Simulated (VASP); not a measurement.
## Tc: single point with LDA

Crystal: Tc.

```
Tc
1.0
     2.70297    0.00000    0.00000
    -1.35148    2.34084    0.00000
     0.00000    0.00000    4.33856
Tc
2
Cartesian
  1.3515 0.7803 3.2539
  0.0000 1.5606 1.0846
```

```json
{"Program": "VASP 6.6.1", "Task": "single point", "Functional": "LDA", "Potentials or basis": "VASP PAW LDA potentials, release 64 (Tc_pv)", "Cutoff": "520 eV", "k mesh": "11 × 11 × 6", "Occupations": "fermi-dirac, width 0.05 eV", "Spin": "no spin polarisation", "Dipole correction": "no", "Further INCAR settings": "ALGO = Normal; EDIFF = 1e-07; NBANDS = 20"}
```

| Quantity | Value |
| --- | --- |
| Pressure | 1.1 GPa |
| Band gap on the k mesh | zero (band 13 reaches 14.75 eV, above the bottom of band 14 at 11.43 eV) |

Stress tensor (GPa, compression positive):
```
1.34 0.00 0.00
0.00 1.34 0.00
0.00 0.00 0.67
```

Levels at points of the mesh, in eV from the Fermi level:
```tsv
k point	band 11	band 12	band 13	band 14	band 15	band 16
(0.00, 0.00, 0.00)	-1.59	-0.90	-0.90	-0.13	-0.13	1.83
(0.00, 0.00, 0.50)	-1.80	-1.80	-1.80	-1.80	1.99	1.99
```

It took 21 s on 1 thread of Intel(R) Xeon(R) Platinum 8559C (Emerald Rapids), on a shared host, peak memory 0.15 GiB.
